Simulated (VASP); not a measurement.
# Ga3I2 (P-3m1) in VASP: single point with PBE

Aim: the single point of Ga3I2 with PBE.

Everything below comes from runs of VASP 6.6.1. Logs are shortened: lines on timing, memory, paths and dates and some standing lists are left out, and cuts for length are marked.

## Step 1: The cell of the first run

It takes space group P-3m1 (No. 164, trigonal). Conventional cell: a = 4.452 Å, b = 4.452 Å, c = 10.102 Å, α = 90.00°, β = 90.00°, γ = 120.00°. Within 4.5 Å of Ga (site symmetry -3m) lie 6 I at 3.28 Å and 6 Ga at 4.45 Å. Within 3.4 Å of Ga (site symmetry 3m) lie 3 Ga at 2.61 Å and 1 I at 2.80 Å. I (site symmetry 3m) has 4 Ga at 2.80 to 3.28 Å within 3.7 Å.

## Step 2: Single point, PBE

Input file INCAR:

```
SYSTEM = Ga3I2
ALGO = Normal ; EDIFF = 1E-6
ENCUT = 520 ; GGA = PE
ISIF = 2 ; ISMEAR = 0
LASPH = .True. ; LCHARG = .False.
LREAL = .False. ; LWAVE = .False.
NBANDS = 34 ; NELM = 80
PREC = Accurate ; SIGMA = 0.1
```

Input file KPOINTS:

```
k-points
0
Gamma
  12 12 4
  0 0 0
```

Input file POSCAR:

```
Ga3I2
1.0
    4.4518149590      0.0000000000      0.0000000000
   -2.2259074795      3.8553848475      0.0000000000
    0.0000000000      0.0000000000     10.1020080086
Ga I
3 2
Direct
    0.0000000000      0.0000000000      0.0000000000
    0.3333333333      0.6666666667      0.4782352414
    0.6666666667      0.3333333333      0.5217647586
    0.3333333333      0.6666666667      0.2011444497
    0.6666666667      0.3333333333      0.7988555503
```

Potentials or basis: VASP PAW PBE potentials, release 64 (Ga_d, I).

Launch:

```
$ cat potpaw_PBE.64/Ga_d/POTCAR potpaw_PBE.64/I/POTCAR > POTCAR
$ mpirun -np 1 vasp_std > vasp.out
```

OUTCAR:

```text
SYSTEM = Ga3I2
   EDIFF = 1E-6
   ENCUT = 520
   GGA = PE
   ISIF = 2
   ISMEAR = 0
   LASPH = .True.
   LREAL = .False.
   NELM = 80
   PREC = Accurate

 ion  position               nearest neighbor table
   1  0.000  0.000  0.000-
   2  0.333  0.667  0.478-   3 2.61   3 2.61   3 2.61   4 2.80
   3  0.667  0.333  0.522-   2 2.61   2 2.61   2 2.61   5 2.80
   4  0.333  0.667  0.201-   2 2.80
   5  0.667  0.333  0.799-   3 2.80

  LATTYP: Found a hexagonal cell.
 ALAT       =     4.4518149590
 C/A-ratio  =     2.2691886571

  Lattice vectors:

 A1 = (   4.4518149590,   0.0000000000,   0.0000000000)
 A2 = (  -2.2259074795,   3.8553848475,   0.0000000000)
 A3 = (   0.0000000000,   0.0000000000,  10.1020080086)

Analysis of symmetry for initial positions (statically):
=====================================================================
 Subroutine PRICEL returns:
 Original cell was already a primitive cell.

 Routine SETGRP: Setting up the symmetry group for a
 hexagonal supercell.

 Subroutine GETGRP returns: Found 12 space group operations
 (whereof 12 operations were pure point group operations)
 out of a pool of 24 trial point group operations.

The static configuration has the point symmetry D_3d.

Analysis of symmetry for dynamics (positions and initial velocities):
=====================================================================
 Subroutine PRICEL returns:
 Original cell was already a primitive cell.

 Routine SETGRP: Setting up the symmetry group for a
 hexagonal supercell.

 Subroutine GETGRP returns: Found 12 space group operations
 (whereof 12 operations were pure point group operations)
 out of a pool of 24 trial point group operations.

The dynamic configuration has the point symmetry D_3d.

 Subroutine INISYM returns: Found 12 space group operations
 (whereof 12 operations are pure point group operations),
 and found     1 'primitive' translations

----------------------------------------------------------------------------------------

                                     Primitive cell

  volume of cell :     173.3854

  direct lattice vectors                    reciprocal lattice vectors
     4.451814959  0.000000000  0.000000000     0.224627485  0.129688739  0.000000000
[... 84 lines left out ...]
   ISTART =      0    job   : 0-new  1-cont  2-samecut
   ICHARG =      2    charge: 1-file 2-atom 10-const
   ISPIN  =      1    spin polarized calculation?
   LNONCOLLINEAR =      F non collinear calculations
   LSORBIT =      F    spin-orbit coupling
   LASPH  =      T    aspherical Exc in radial PAW
   ENCUT  =  520.0 eV  38.22 Ry    6.18 a.u.   8.28  8.28 18.78*2*pi/ulx,y,z
   NELM   =     80;   NELMIN=  2; NELMDL= -5     # of ELM steps
   EDIFF  = 0.1E-05   stopping-criterion for ELM
   LREAL  =      F    real-space projection
   EDIFFG = 0.1E-04   stopping-criterion for IOM
   NSW    =      0    number of steps for IOM
   IBRION =     -1    ionic relax: 0-MD 1-quasi-New 2-CG
   NFREE  =      0    steps in history (QN), initial steepest desc. (CG)
   ISIF   =      2    stress and relaxation
   ISYM   =      2    0-nonsym 1-usesym 2-fastsym
   POTIM  = 0.5000    time-step for ionic-motion
   TEBEG  =    0.0;   TEEND  =   0.0 temperature during run
   PSTRESS=    0.0 pullay stress
   NELECT =      53.0000    total number of electrons
   NUPDOWN=      -1.0000    fix difference up-down
   EMIN   =  10.00;   EMAX   =-10.00  energy-range for DOS
   EFERMI =   0.00;   METHOD = LEGACY
   ISMEAR =     0;   SIGMA  =   0.10  broadening in eV -4-tet -1-fermi 0-gaus
   EFERMI_NEDOS =   21; number of points for ismear=-14 and -15
   IALGO  =     38    algorithm
   IMIX   =      4    mixing-type and parameters
     AMIX     =   0.40;   BMIX     =  1.00
     AMIX_MAG =   1.60;   BMIX_MAG =  1.00
  volume/ion in A,a.u.               =      34.68       234.01
  Fermi-wavevector in a.u.,A,eV,Ry     =   1.102798  2.083986 16.546906  1.216163
  Thomas-Fermi vector in A             =   2.239246
   LORBIT       =      0    0 simple, 1 ext, 2 COOP (PROOUT), +10 PAW based schemes
   GGA     = PE    functional components
   LHFCALC =     F    Hartree Fock is set to
   AEXX    =    0.0000 exact exchange contribution
   IVDW    =     0    specifies the selected vdW correction
   LEPSILON=     F    determine dielectric tensor
   LRPA    =     F    only Hartree local field effects (RPA)
 non-spin polarized calculation
 Gauss-broadening in eV      SIGMA  =   0.10
  energy-cutoff  :      520.00
  volume of cell :      173.39
 maximum number of plane-waves:      4703
 NGX is ok and might be reduce to    36
   NGX = 17   NGY = 17   NGZ = 37

 number of electron      53.0000013 magnetization

 Free energy of the ion-electron system (eV)
  ---------------------------------------------------
  ext. energy  EPLUGINS =         0.00000000
  ---------------------------------------------------
  free energy    TOTEN  =       -12.80525080 eV

  energy without entropy =      -12.79869391  energy(sigma->0) =      -12.80197236

 E-fermi :   2.6673     XC(G=0):  -8.2828

 val. band max:        2.6665213971   @ k =   0.5000   0.0000   0.2500
 cond. band min:       2.6952018536   @ k =   0.1667   0.1667   0.2500
 fundamental gap:      0.0286804565
 Fermi energy:         2.6673278656

 k-point     1 :       0.0000    0.0000    0.0000
  band No.  band energies     occupation
      1     -12.1893      2.00000
      2     -12.1142      2.00000
      3     -12.1142      2.00000
      4     -12.1089      2.00000
      5     -12.1089      2.00000
      6     -12.0074      2.00000
[... 877 lines left out ...]
     33       7.1270      0.00000
     34       7.7837      0.00000

 [... further k-points ...]
[... 5 lines left out ...]
  --------------------------------------------------------------------------------------
  -------------------------------------------------------------------------------------
  Total        0.0088995      0.0088995     -0.0066167     -0.0000000      0.0000000      0.0000000
  in kB        0.0822361      0.0822361     -0.0611417     -0.0000000      0.0000000      0.0000000
  external PRESSURE =       0.0344435 kB  Pullay stress =       0.0000000 kB

 VOLUME and BASIS-vectors are now :
 -----------------------------------------------------------------------------
  energy-cutoff  :      520.00
  volume of cell :      173.39
      direct lattice vectors                 reciprocal lattice vectors
     4.451814959  0.000000000  0.000000000     0.224627485  0.129688739  0.000000000
    -2.225907480  3.855384847  0.000000000     0.000000000  0.259377478  0.000000000
     0.000000000  0.000000000 10.102008009     0.000000000  0.000000000  0.098990220

 POSITION                                       TOTAL-FORCE (eV/Angst)
 -----------------------------------------------------------------------------------
      0.00000      0.00000      0.00000         0.000000      0.000000     -0.000000
     -0.00000      2.57026      4.83114        -0.000000     -0.000000      0.004662
      2.22591      1.28513      5.27087        -0.000000      0.000000     -0.004662
     -0.00000      2.57026      2.03196         0.000000      0.000000      0.006069
      2.22591      1.28513      8.07005         0.000000      0.000000     -0.006069
 -----------------------------------------------------------------------------------
    total drift:                               -0.000000      0.000000     -0.000000

  FREE ENERGIE OF THE ION-ELECTRON SYSTEM (eV)
  ---------------------------------------------------
  free  energy   TOTEN  =       -12.8052508001 eV

  energy  without entropy=      -12.7986939099  energy(sigma->0) =      -12.80197236
```

OSZICAR:

```text
N       E                     dE             d eps       ncg     rms          rms(c)
DAV:   1     0.405562761589E+03    0.40556E+03   -0.24556E+04  4826   0.198E+03
DAV:   2     0.477134936967E+02   -0.35785E+03   -0.34640E+03  5020   0.485E+02
DAV:   3    -0.959817139659E+01   -0.57312E+02   -0.56231E+02  5758   0.151E+02
DAV:   4    -0.128059198094E+02   -0.32077E+01   -0.31848E+01  6068   0.356E+01
DAV:   5    -0.129014334987E+02   -0.95514E-01   -0.95430E-01  6596   0.541E+00    0.427E+00
DAV:   6    -0.128136152450E+02    0.87818E-01   -0.15131E-01  5726   0.364E+00    0.250E+00
DAV:   7    -0.128024319753E+02    0.11183E-01   -0.15073E-01  5508   0.234E+00    0.520E-01
DAV:   8    -0.128044629127E+02   -0.20309E-02   -0.31421E-02  5126   0.143E+00    0.220E-01
DAV:   9    -0.128050014018E+02   -0.53849E-03   -0.34663E-03  6188   0.678E-01    0.591E-02
DAV:  10    -0.128051837055E+02   -0.18230E-03   -0.65932E-04  5582   0.231E-01    0.350E-02
DAV:  11    -0.128052346321E+02   -0.50927E-04   -0.96521E-05  6094   0.606E-02    0.158E-02
DAV:  12    -0.128052498957E+02   -0.15264E-04   -0.26907E-05  4886   0.253E-02    0.829E-03
DAV:  13    -0.128052508001E+02   -0.90436E-06   -0.18364E-06  4606   0.976E-03
   1 F= -.12805251E+02 E0= -.12801972E+02  d E =-.655689E-02
```

It took 10 min on 1 thread of AMD EPYC 7R43 (Zen 3), shared host; peak memory 0.5 GiB.

Results:

* Free energy: -12.8053 eV
* Pressure: 0.0 GPa
* Largest force: 0.006 eV/Å
* Band gap on the k mesh: zero (an odd number of electrons rules out a gap without spin polarisation)

Forces on the atoms (eV/Å):
```
Ga   0.000  0.000  0.000
Ga   0.000  0.000  0.005
Ga   0.000  0.000 -0.005
I    0.000  0.000  0.006
I    0.000  0.000 -0.006
```

Levels at points of the mesh, in eV from the Fermi level:
| k point | band 24 | band 25 | band 26 | band 27 | band 28 | band 29 |
| --- | --- | --- | --- | --- | --- | --- |
| (0.00, 0.00, 0.00) | -1.67 | -0.89 | 1.22 | 1.25 | 1.25 | 1.64 |
| (0.50, 0.00, 0.00) | -2.44 | -1.92 | -1.58 | -0.07 | 1.69 | 2.19 |
| (0.00, 0.00, 0.50) | -1.65 | -1.65 | 1.22 | 1.22 | 1.22 | 2.36 |
| (0.50, 0.00, 0.50) | -2.33 | -2.08 | -1.24 | 0.07 | 1.55 | 2.33 |

Caveat: spin-orbit coupling is left out, which moves the levels of the heavy elements.

The gap in the log of VASP goes by the Fermi energy; the results here count the filled bands.